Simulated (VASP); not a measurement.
# GaAs (I-4m2) in VASP: notebook, part 2 of 2

VASP 6.6.1. Earlier steps stand in the parts before.

## Step 4: Single point, PBEsol

Input file INCAR:

```
SYSTEM = GaAs
PREC = Accurate
ENCUT = 500
EDIFF = 1E-6
ISMEAR = 0
SIGMA = 0.01
LREAL = .FALSE.
LASPH = .TRUE.
NELM = 120
ALGO = Normal
ISIF = 2
LWAVE = .FALSE.
LCHARG = .FALSE.
GGA = PS
NBANDS = 16
GGA_COMPAT = .FALSE.
```

Input file KPOINTS:

```
regular mesh
0
G
  10 10 10
  0 0 0
```

Input file POSCAR:

```
GaAs
1.0
    0.0000000000      2.8166657683      2.8719610842
    2.8166657683      0.0000000000      2.8719610842
    2.8166657683      2.8166657683      0.0000000000
Ga As
1 1
Direct
    0.0000000000      0.0000000000      0.0000000000
    0.2500000000      0.2500000000      0.2500000000
```

Potentials or basis: VASP PAW PBE potentials, release 64 (Ga_d, As).

Started as:

```console
$ cat potpaw_PBE.64/Ga_d/POTCAR potpaw_PBE.64/As/POTCAR > POTCAR
$ mpirun -np 1 vasp_std > vasp.out
```

OUTCAR:

```text
SYSTEM = GaAs
   PREC = Accurate
   ENCUT = 500
   EDIFF = 1E-6
   ISMEAR = 0
   LREAL = .FALSE.
   LASPH = .TRUE.
   NELM = 120
   ISIF = 2
   GGA = PS

 ion  position               nearest neighbor table
   1  0.000  0.000  0.000-   2 2.46   2 2.46   2 2.46   2 2.46
   2  0.250  0.250  0.250-   1 2.46   1 2.46   1 2.46   1 2.46

  LATTYP: Found a body centered tetragonal cell.
 ALAT       =     3.9833669302
 C/A-ratio  =     1.4419766667

  Lattice vectors:

 A1 = (  -2.8166657683,   0.0000000000,   2.8719610842)
 A2 = (   2.8166657683,   0.0000000000,   2.8719610842)
 A3 = (   0.0000000000,   2.8166657683,  -2.8719610842)

Analysis of symmetry for initial positions (statically):
=====================================================================
 Subroutine PRICEL returns:
 Original cell was already a primitive cell.

 Routine SETGRP: Setting up the symmetry group for a
 body centered tetragonal supercell.

 Subroutine GETGRP returns: Found  8 space group operations
 (whereof  8 operations were pure point group operations)
 out of a pool of 16 trial point group operations.

The static configuration has the point symmetry D_2d.

Analysis of symmetry for dynamics (positions and initial velocities):
[... 162 lines left out ...]
 val. band max:        3.7615944122   @ k =   0.0000   0.0000   0.0000
 cond. band min:       4.1124609473   @ k =   0.0000   0.0000   0.0000
 fundamental gap:      0.3508665351
 Fermi energy:         3.8869128074

 k-point     1 :       0.0000    0.0000    0.0000
  band No.  band energies     occupation
      1     -11.0385      2.00000
      2     -11.0337      2.00000
      3     -11.0337      2.00000
      4     -10.9588      2.00000
      5     -10.9561      2.00000
      6      -8.9662      2.00000
[... 433 lines left out ...]
      3     -10.9974      2.00000
      4     -10.9720      2.00000
      5     -10.9503      2.00000
      6      -7.2760      2.00000
[... 8 lines left out ...]
     15      16.0048      0.00000
     16      16.2911      0.00000

 [... further k-points ...]

------------------------ aborting loop because EDIFF is reached ----------------------------------------

  FORCE on cell =-STRESS in cart. coord.  units (eV):
  Direction    XX          YY          ZZ          XY          YZ          ZX
  --------------------------------------------------------------------------------------
  -------------------------------------------------------------------------------------
  Total        0.0429600      0.0429600     -0.3023651      0.0000000     -0.0000000      0.0000000
  in kB        1.5104117      1.5104117    -10.6307289      0.0000000     -0.0000000      0.0000000
  external PRESSURE =      -2.5366352 kB  Pullay stress =       0.0000000 kB

 VOLUME and BASIS-vectors are now :
 -----------------------------------------------------------------------------
  energy-cutoff  :      500.00
  volume of cell :       45.57
      direct lattice vectors                 reciprocal lattice vectors
     0.000000000  2.816665768  2.871961084    -0.177514850  0.177514850  0.174097067
     2.816665768  0.000000000  2.871961084     0.177514850 -0.177514850  0.174097067
     2.816665768  2.816665768  0.000000000     0.177514850  0.177514850 -0.174097067

 POSITION                                       TOTAL-FORCE (eV/Angst)
 -----------------------------------------------------------------------------------
      0.00000      0.00000      0.00000        -0.000000     -0.000000      0.000000
      1.40833      1.40833      1.43598         0.000000      0.000000     -0.000000
 -----------------------------------------------------------------------------------
    total drift:                                0.000000      0.000000     -0.000001

  FREE ENERGIE OF THE ION-ELECTRON SYSTEM (eV)
  ---------------------------------------------------
  free  energy   TOTEN  =        -9.0891732906 eV

  energy  without entropy=       -9.0891732906  energy(sigma->0) =       -9.08917329
```

stdout:

```text
POSCAR found type information on POSCAR GaAs
 POSCAR found :  2 types and       2 ions
 scaLAPACK will be used
 -----------------------------------------------------------------------------
|                                                                             |
|                                                                             |
|     You enforced a specific xc type in the INCAR file but a different       |
|     I HOPE YOU KNOW WHAT YOU ARE DOING!                                     |
|                                                                             |
 -----------------------------------------------------------------------------

 LDA part: xc-table for (Slater+PW92), standard interpolation
 POSCAR, INCAR and KPOINTS ok, starting setup
 FFT: planning ... GRIDC
 FFT: planning ... GRID_SOFT
 FFT: planning ... GRID
 WAVECAR not read
 entering main loop
```

It took 1.7 min on 1 thread of Intel Xeon 8259CL, shared host; peak memory 0.22 GiB.

Results:

* Free energy: -9.0892 eV
* Pressure: -0.3 GPa
* Band gap on the k mesh: 0.35 eV

Caveat: semilocal functionals underestimate gaps, and a narrow one can read as zero; the PAW data sets were made with another functional, which shifts forces and pressure a little.

## Step 5: Single point, PBEsol

Input file INCAR:

```
PREC = Accurate ; ENCUT = 500
EDIFF = 1E-6 ; ISMEAR = 0
SIGMA = 0.01 ; LREAL = F
LASPH = T ; NELM = 120
ALGO = Normal ; ISIF = 2
LWAVE = F ; LCHARG = T
GGA = PS ; LELF = T
LVHAR = T ; NBANDS = 16
GGA_COMPAT = F
```

Input file KPOINTS:

```
Automatic mesh
0
Gamma
  10 10 10
```

POSCAR is that of step 4.

Potentials or basis: VASP PAW PBE potentials, release 64 (Ga_d, As).

Started as:

```console
$ cat potpaw_PBE.64/Ga_d/POTCAR potpaw_PBE.64/As/POTCAR > POTCAR
$ mpirun -np 1 vasp_std > vasp.out
```

OUTCAR:

```text
PREC = Accurate
   ENCUT = 500
   EDIFF = 1E-6
   ISMEAR = 0
   LREAL = F
   LASPH = T
   NELM = 120
   ISIF = 2
   GGA = PS

 ion  position               nearest neighbor table
   1  0.000  0.000  0.000-   2 2.46   2 2.46   2 2.46   2 2.46
   2  0.250  0.250  0.250-   1 2.46   1 2.46   1 2.46   1 2.46

  LATTYP: Found a body centered tetragonal cell.
 ALAT       =     3.9833669302
 C/A-ratio  =     1.4419766667

  Lattice vectors:

[... 641 lines left out ...]

 [... further k-points ...]

------------------------ aborting loop because EDIFF is reached ----------------------------------------

  FORCE on cell =-STRESS in cart. coord.  units (eV):
  Direction    XX          YY          ZZ          XY          YZ          ZX
  --------------------------------------------------------------------------------------
  -------------------------------------------------------------------------------------
  Total        0.0429600      0.0429600     -0.3023651      0.0000000     -0.0000000      0.0000000
  in kB        1.5104117      1.5104117    -10.6307289      0.0000000     -0.0000000      0.0000000
  external PRESSURE =      -2.5366352 kB  Pullay stress =       0.0000000 kB

 VOLUME and BASIS-vectors are now :
 -----------------------------------------------------------------------------
  energy-cutoff  :      500.00
  volume of cell :       45.57
      direct lattice vectors                 reciprocal lattice vectors
     0.000000000  2.816665768  2.871961084    -0.177514850  0.177514850  0.174097067
     2.816665768  0.000000000  2.871961084     0.177514850 -0.177514850  0.174097067
     2.816665768  2.816665768  0.000000000     0.177514850  0.177514850 -0.174097067

 POSITION                                       TOTAL-FORCE (eV/Angst)
 -----------------------------------------------------------------------------------
      0.00000      0.00000      0.00000        -0.000000     -0.000000      0.000000
      1.40833      1.40833      1.43598         0.000000      0.000000     -0.000000
 -----------------------------------------------------------------------------------
    total drift:                                0.000000      0.000000     -0.000001

  FREE ENERGIE OF THE ION-ELECTRON SYSTEM (eV)
  ---------------------------------------------------
  free  energy   TOTEN  =        -9.0891732906 eV

  energy  without entropy=       -9.0891732906  energy(sigma->0) =       -9.08917329
```

OSZICAR:

```text
N       E                     dE             d eps       ncg     rms          rms(c)
DAV:   1     0.816167136872E+02    0.81617E+02   -0.87448E+03  3360   0.149E+03
DAV:   2    -0.267788599289E+01   -0.84295E+02   -0.80061E+02  3720   0.306E+02
DAV:   3    -0.918270041988E+01   -0.65048E+01   -0.64596E+01  4000   0.659E+01
DAV:   4    -0.928453487602E+01   -0.10183E+00   -0.10182E+00  4000   0.914E+00
DAV:   5    -0.928601751732E+01   -0.14826E-02   -0.14826E-02  4120   0.995E-01    0.291E+00
DAV:   6    -0.912171767611E+01    0.16430E+00   -0.22473E-01  4968   0.909E+00    0.171E+00
DAV:   7    -0.909076936973E+01    0.30948E-01   -0.58279E-02  4928   0.200E+00    0.533E-01
DAV:   8    -0.908895810524E+01    0.18113E-02   -0.91618E-03  4072   0.109E+00    0.103E-01
DAV:   9    -0.908912105459E+01   -0.16295E-03   -0.68706E-04  4280   0.326E-01    0.424E-02
DAV:  10    -0.908915249286E+01   -0.31438E-04   -0.49314E-05  4808   0.698E-02    0.227E-02
DAV:  11    -0.908917328654E+01   -0.20794E-04   -0.24033E-05  3712   0.490E-02    0.258E-03
DAV:  12    -0.908917329058E+01   -0.40391E-08   -0.78879E-07  3224   0.137E-02
   1 F= -.90891733E+01 E0= -.90891733E+01  d E =-.704237E-73
```

stdout:

```text
POSCAR found type information on POSCAR GaAs
 POSCAR found :  2 types and       2 ions
 scaLAPACK will be used
 -----------------------------------------------------------------------------
|                                                                             |
|                                                                             |
|     You enforced a specific xc type in the INCAR file but a different       |
|     I HOPE YOU KNOW WHAT YOU ARE DOING!                                     |
|                                                                             |
 -----------------------------------------------------------------------------

 LDA part: xc-table for (Slater+PW92), standard interpolation
 POSCAR, INCAR and KPOINTS ok, starting setup
 FFT: planning ... GRIDC
 FFT: planning ... GRID_SOFT
 FFT: planning ... GRID
 WAVECAR not read
 entering main loop
```

Wall time 1.9 min (1 thread of Intel Xeon 8259CL, shared host); peak memory 0.22 GiB.

Results:

| Property | Result |
| --- | --- |
| Free energy | -9.0892 eV |
| Pressure | -0.3 GPa |
| Band gap on the k mesh | 0.35 eV |

Caveat: semilocal functionals underestimate gaps, and a narrow one can read as zero; the PAW data sets were made with another functional, which shifts forces and pressure a little.

## Step 6: The runs side by side

```tsv
cell	smearing	gap on the mesh (eV)	pressure (GPa)
a = 4.024, b = 4.024, c = 3.987 Å, angles 60.3, 60.3, 59.4°, 2 atoms	gaussian 0.02 eV	0.34	-0.4
a = 4.023, b = 4.023, c = 3.983 Å, angles 60.3, 60.3, 59.4°, 2 atoms	gaussian 0.02 eV	0.35	-0.3
a = 4.023, b = 4.023, c = 3.983 Å, angles 60.3, 60.3, 59.4°, 2 atoms	gaussian 0.01 eV	0.35	-0.3
```

Alike in all rows: task single point; level PBEsol; potentials or basis VASP PAW PBE potentials, release 64 (Ga_d, As); no spin polarisation; k mesh 10 × 10 × 10; cutoff (eV) 500.

Caveats: semilocal functionals underestimate gaps, and a narrow one can read as zero; the PAW data sets were made with another functional, which shifts forces and pressure a little.

Total energies depend on the potentials used, so only differences within one code and one set of settings carry meaning.
